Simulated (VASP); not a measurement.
# KZr (Pmma) in VASP: single point with PBE

Aim: the single point of KZr with PBE.

All numbers are computed with VASP 6.6.1; they aren't measurements. Logs are shortened: lines on timing, memory, paths and dates and some standing lists are left out, and cuts for length are marked.

**1. The cell of the first run**

It takes space group Pmma (No. 51, orthorhombic). The conventional cell has a = 5.396 Å, b = 3.571 Å, c = 5.509 Å, α = 90.00°, β = 90.00°, γ = 90.00°. K (site symmetry mm2) has 8 Zr at 3.28 to 3.31 Å and 4 K at 3.39 to 3.57 Å within 4.3 Å. Within 4.3 Å of Zr (site symmetry mm2) lie 8 K at 3.28 to 3.31 Å and 4 Zr at 3.40 to 3.57 Å.

**2. Single point, PBE**

INCAR reads:

```
PREC = Accurate
ENCUT = 520
EDIFF = 1E-7
ISMEAR = 0
SIGMA = 0.1
LREAL = False
LASPH = True
NELM = 80
ALGO = Normal
ISIF = 2
LWAVE = False
LCHARG = True
GGA = PE
LELF = True
LVHAR = True
NBANDS = 29
```

KPOINTS reads:

```
regular mesh
0
Gamma
  4 6 4
```

POSCAR reads:

```
KZr
1.0
    5.3957471297      0.0000000000      0.0000000000
    0.0000000000      3.5707150123      0.0000000000
    0.0000000000      0.0000000000      5.5091031619
K Zr
2 2
Direct
    0.7500000000      0.0000000000      0.6870000000
    0.2500000000      0.0000000000      0.3130000000
    0.7500000000      0.5000000000      0.1880000000
    0.2500000000      0.5000000000      0.8120000000
```

Potentials or basis: VASP PAW PBE potentials, release 64 (K_sv, Zr_sv).

On the command line:

```bash
> cat potpaw_PBE.64/K_sv/POTCAR potpaw_PBE.64/Zr_sv/POTCAR > POTCAR
> mpirun -np 1 vasp_std > vasp.out
```

OUTCAR:

```text
PREC = Accurate
   ENCUT = 520
   EDIFF = 1E-7
   ISMEAR = 0
   LREAL = False
   LASPH = True
   NELM = 80
   ISIF = 2
   GGA = PE

 ion  position               nearest neighbor table
   1  0.750  0.000  0.687-   3 3.28   3 3.28   3 3.29   3 3.29   4 3.31   4 3.31   4 3.31   4 3.31
                             2 3.39   2 3.39
   2  0.250  0.000  0.313-   4 3.28   4 3.28   4 3.29   4 3.29   3 3.31   3 3.31   3 3.31   3 3.31
                             1 3.39   1 3.39
   3  0.750  0.500  0.188-   1 3.28   1 3.28   1 3.29   1 3.29   2 3.31   2 3.31   2 3.31   2 3.31
                             4 3.40   4 3.40
   4  0.250  0.500  0.812-   2 3.28   2 3.28   2 3.29   2 3.29   1 3.31   1 3.31   1 3.31   1 3.31
                             3 3.40   3 3.40

  LATTYP: Found a simple orthorhombic cell.
 ALAT       =     3.5707150123
 B/A-ratio  =     1.5111111111
 C/A-ratio  =     1.5428571429

  Lattice vectors:

 A1 = (   0.0000000000,  -3.5707150123,   0.0000000000)
 A2 = (   5.3957471297,   0.0000000000,   0.0000000000)
 A3 = (   0.0000000000,   0.0000000000,   5.5091031619)

Analysis of symmetry for initial positions (statically):
=====================================================================
 Subroutine PRICEL returns:
 Original cell was already a primitive cell.

 Routine SETGRP: Setting up the symmetry group for a
 simple orthorhombic supercell.

 Subroutine GETGRP returns: Found  8 space group operations
 (whereof  4 operations were pure point group operations)
 out of a pool of  8 trial point group operations.

The static configuration has the point symmetry C_2h.
 The point group associated with its full space group is D_2h.

Analysis of symmetry for dynamics (positions and initial velocities):
=====================================================================
 Subroutine PRICEL returns:
 Original cell was already a primitive cell.

 Routine SETGRP: Setting up the symmetry group for a
 simple orthorhombic supercell.

 Subroutine GETGRP returns: Found  8 space group operations
 (whereof  4 operations were pure point group operations)
 out of a pool of  8 trial point group operations.

The dynamic configuration has the point symmetry C_2h.
 The point group associated with its full space group is D_2h.

 Subroutine INISYM returns: Found  8 space group operations
 (whereof  4 operations are pure point group operations),
 and found     1 'primitive' translations

----------------------------------------------------------------------------------------

                                     Primitive cell

  volume of cell :     106.1421

  direct lattice vectors                    reciprocal lattice vectors
     5.395747130  0.000000000  0.000000000     0.185331146  0.000000000  0.000000000
     0.000000000  3.570715012  0.000000000     0.000000000  0.280055954  0.000000000
     0.000000000  0.000000000  5.509103162     0.000000000  0.000000000  0.181517748

  length of vectors
     5.395747130  3.570715012  5.509103162     0.185331146  0.280055954  0.181517748

  position of ions in fractional coordinates (direct lattice)
     0.750000000  0.000000000  0.687000000
     0.250000000  0.000000000  0.313000000
     0.750000000  0.500000000  0.188000000
     0.250000000  0.500000000  0.812000000

  ion indices of the primitive-cell ions
   primitive index   ion index
                 1           1
                 2           2
                 3           3
                 4           4

----------------------------------------------------------------------------------------

 KPOINTS: regular mesh

Automatic generation of k-mesh.
 Grid dimensions read from file:
 generate k-points for:    4    6    4

 Generating k-lattice:

  Cartesian coordinates                     Fractional coordinates (reciprocal lattice)
     0.046332787  0.000000000  0.000000000     0.250000000  0.000000000  0.000000000
     0.000000000  0.046675992  0.000000000     0.000000000  0.166666667  0.000000000
     0.000000000  0.000000000  0.045379437     0.000000000  0.000000000  0.250000000

  Length of vectors
     0.046332787  0.046675992  0.045379437

  Shift w.r.t. Gamma in fractional coordinates (k-lattice)
     0.000000000  0.000000000  0.000000000

 Subroutine IBZKPT returns following result:
 ===========================================

 Found     36 irreducible k-points:

 Following reciprocal coordinates:
            Coordinates               Weight
  0.000000  0.000000  0.000000      1.000000
  0.250000  0.000000  0.000000      2.000000
  0.500000  0.000000  0.000000      1.000000
  0.000000  0.166667  0.000000      2.000000
  0.250000  0.166667  0.000000      4.000000
  0.500000  0.166667  0.000000      2.000000
[... 16 lines left out ...]
  0.250000  0.500000  0.250000      4.000000
  0.500000  0.500000  0.250000      2.000000
 [... further k-points ...]
   k-points           NKPTS =     36   k-points in BZ     NKDIM =     36   number of bands    NBANDS=     29
   number of dos      NEDOS =    301   number of ions     NIONS =      4
   total plane-waves  NPLWV =  47040
   dimension x,y,z NGX =    40 NGY =   28 NGZ =   42
   dimension x,y,z NGXF=    80 NGYF=   56 NGZF=   84
   ions per type =               2   2
   NGX,Y,Z   is equivalent  to a cutoff of  12.32, 13.04, 12.67 a.u.
   NGXF,Y,Z  is equivalent  to a cutoff of  24.65, 26.07, 25.35 a.u.
 SYSTEM =  unknown system
   PREC   = accura    normal or accurate (medium, high low for compatibility)
   ISTART =      0    job   : 0-new  1-cont  2-samecut
   ICHARG =      2    charge: 1-file 2-atom 10-const
   ISPIN  =      1    spin polarized calculation?
   LNONCOLLINEAR =      F non collinear calculations
   LSORBIT =      F    spin-orbit coupling
   LASPH  =      T    aspherical Exc in radial PAW
   ENCUT  =  520.0 eV  38.22 Ry    6.18 a.u.  10.03  6.64 10.24*2*pi/ulx,y,z
   NELM   =     80;   NELMIN=  2; NELMDL= -5     # of ELM steps
   EDIFF  = 0.1E-06   stopping-criterion for ELM
   LREAL  =      F    real-space projection
   EDIFFG = 0.1E-05   stopping-criterion for IOM
   NSW    =      0    number of steps for IOM
   IBRION =     -1    ionic relax: 0-MD 1-quasi-New 2-CG
   NFREE  =      0    steps in history (QN), initial steepest desc. (CG)
   ISIF   =      2    stress and relaxation
   ISYM   =      2    0-nonsym 1-usesym 2-fastsym
   POTIM  = 0.5000    time-step for ionic-motion
   TEBEG  =    0.0;   TEEND  =   0.0 temperature during run
   PSTRESS=    0.0 pullay stress
   NELECT =      42.0000    total number of electrons
   NUPDOWN=      -1.0000    fix difference up-down
   EMIN   =  10.00;   EMAX   =-10.00  energy-range for DOS
   EFERMI =   0.00;   METHOD = LEGACY
   ISMEAR =     0;   SIGMA  =   0.10  broadening in eV -4-tet -1-fermi 0-gaus
   EFERMI_NEDOS =   21; number of points for ismear=-14 and -15
   IALGO  =     38    algorithm
   IMIX   =      4    mixing-type and parameters
     AMIX     =   0.40;   BMIX     =  1.00
     AMIX_MAG =   1.60;   BMIX_MAG =  1.00
  volume/ion in A,a.u.               =      26.54       179.07
  Fermi-wavevector in a.u.,A,eV,Ry     =   1.201883  2.271229 19.653911  1.444522
  Thomas-Fermi vector in A             =   2.337679
   LORBIT       =      0    0 simple, 1 ext, 2 COOP (PROOUT), +10 PAW based schemes
   GGA     = PE    functional components
   LHFCALC =     F    Hartree Fock is set to
   AEXX    =    0.0000 exact exchange contribution
   IVDW    =     0    specifies the selected vdW correction
   LEPSILON=     F    determine dielectric tensor
   LRPA    =     F    only Hartree local field effects (RPA)
 non-spin polarized calculation
 Gauss-broadening in eV      SIGMA  =   0.10
  energy-cutoff  :      520.00
  volume of cell :      106.14
 maximum number of plane-waves:      2878
   NGX = 21   NGY = 13   NGZ = 21

 number of electron      42.0000001 magnetization

 Free energy of the ion-electron system (eV)
  ---------------------------------------------------
  ext. energy  EPLUGINS =         0.00000000
  ---------------------------------------------------
  free energy    TOTEN  =       -12.55712114 eV

  energy without entropy =      -12.52339507  energy(sigma->0) =      -12.54025811

 E-fermi :   5.0032     XC(G=0):  -9.6987

 val. band max:        4.9937287757   @ k =   0.2500   0.3333   0.2500
 cond. band min:       5.0051659137   @ k =   0.2500   0.5000   0.5000
 fundamental gap:      0.0114371380
 Fermi energy:         5.0031824672

 k-point     1 :       0.0000    0.0000    0.0000
  band No.  band energies     occupation
      1     -44.2167      2.00000
      2     -44.1942      2.00000
      3     -25.5691      2.00000
      4     -25.4846      2.00000
      5     -22.3464      2.00000
      6     -22.2981      2.00000
[... 21 lines left out ...]
     28       7.3674      0.00000
     29       7.7346      0.00000

 k-point     2 :       0.2500    0.0000    0.0000
  band No.  band energies     occupation
      1     -44.2134      2.00000
      2     -44.1975      2.00000
      3     -25.5594      2.00000
      4     -25.4998      2.00000
      5     -22.3456      2.00000
      6     -22.3133      2.00000
[... 21 lines left out ...]
     28       7.4459      0.00000
     29       8.1393      0.00000

 k-point     3 :       0.5000    0.0000    0.0000
  band No.  band energies     occupation
      1     -44.2054      2.00000
      2     -44.2054      2.00000
      3     -25.5323      2.00000
      4     -25.5323      2.00000
      5     -22.3351      2.00000
      6     -22.3351      2.00000
[... 21 lines left out ...]
     28       7.1877      0.00000
     29       8.5576      0.00000

 k-point     4 :       0.0000    0.1667    0.0000
  band No.  band energies     occupation
      1     -44.2137      2.00000
      2     -44.1913      2.00000
      3     -25.5599      2.00000
      4     -25.4732      2.00000
      5     -22.3409      2.00000
      6     -22.2922      2.00000
[... 597 lines left out ...]
     28       7.8110      0.00000
     29       8.2956      0.00000

 k-point    23 :       0.2500    0.5000    0.2500
  band No.  band energies     occupation
      1     -44.2012      2.00000
      2     -44.1860      2.00000
      3     -25.5129      2.00000
      4     -25.4530      2.00000
      5     -22.3230      2.00000
      6     -22.2998      2.00000
[... 21 lines left out ...]
     28       7.5283      0.00000
     29       7.8351      0.00000

 k-point    24 :       0.5000    0.5000    0.2500
  band No.  band energies     occupation
      1     -44.1936      2.00000
      2     -44.1936      2.00000
      3     -25.4818      2.00000
      4     -25.4818      2.00000
      5     -22.3210      2.00000
      6     -22.3210      2.00000
[... 21 lines left out ...]
     28       7.2503      0.00000
     29       8.5561      0.00000

 [... further k-points ...]

------------------------ aborting loop because EDIFF is reached ----------------------------------------

  FORCE on cell =-STRESS in cart. coord.  units (eV):
  Direction    XX          YY          ZZ          XY          YZ          ZX
  --------------------------------------------------------------------------------------
  -------------------------------------------------------------------------------------
  Total        4.6349410      3.5356988      6.5910443      0.0000000      0.0000000      0.0000000
  in kB       69.9627890     53.3701175     99.4894723      0.0000000      0.0000000      0.0000000
  external PRESSURE =      74.2741263 kB  Pullay stress =       0.0000000 kB

 VOLUME and BASIS-vectors are now :
 -----------------------------------------------------------------------------
  energy-cutoff  :      520.00
  volume of cell :      106.14
      direct lattice vectors                 reciprocal lattice vectors
     5.395747130  0.000000000  0.000000000     0.185331146  0.000000000  0.000000000
     0.000000000  3.570715012  0.000000000     0.000000000  0.280055954  0.000000000
     0.000000000  0.000000000  5.509103162     0.000000000  0.000000000  0.181517748

 POSITION                                       TOTAL-FORCE (eV/Angst)
 -----------------------------------------------------------------------------------
      4.04681      0.00000      3.78475         0.000000      0.000000      0.111754
      1.34894      0.00000      1.72435        -0.000000      0.000000     -0.111754
      4.04681      1.78536      1.03571         0.000000     -0.000000     -0.952332
      1.34894      1.78536      4.47339        -0.000000      0.000000      0.952332
 -----------------------------------------------------------------------------------
    total drift:                                0.000000     -0.000000      0.000000

  FREE ENERGIE OF THE ION-ELECTRON SYSTEM (eV)
  ---------------------------------------------------
  free  energy   TOTEN  =       -12.5571211392 eV

  energy  without entropy=      -12.5233950746  energy(sigma->0) =      -12.54025811
```

Wall time 90 s (1 thread of Intel Xeon Platinum 8488C (Sapphire Rapids), shared host); peak memory 0.26 GiB.

Results:

* Free energy: -12.5571 eV
* Pressure: 7.4 GPa
* Largest force: 0.952 eV/Å
* Band gap on the k mesh: zero (band 21 reaches 5.53 eV, above the bottom of band 22 at 4.69 eV)

Forces in eV/Å, atoms in the order of the input:
```
K    0.000  0.000  0.112
K    0.000  0.000 -0.112
Zr   0.000  0.000 -0.952
Zr   0.000  0.000  0.952
```

Stress tensor (GPa, compression positive):
```
7.00 0.00 0.00
0.00 5.34 0.00
0.00 0.00 9.95
```
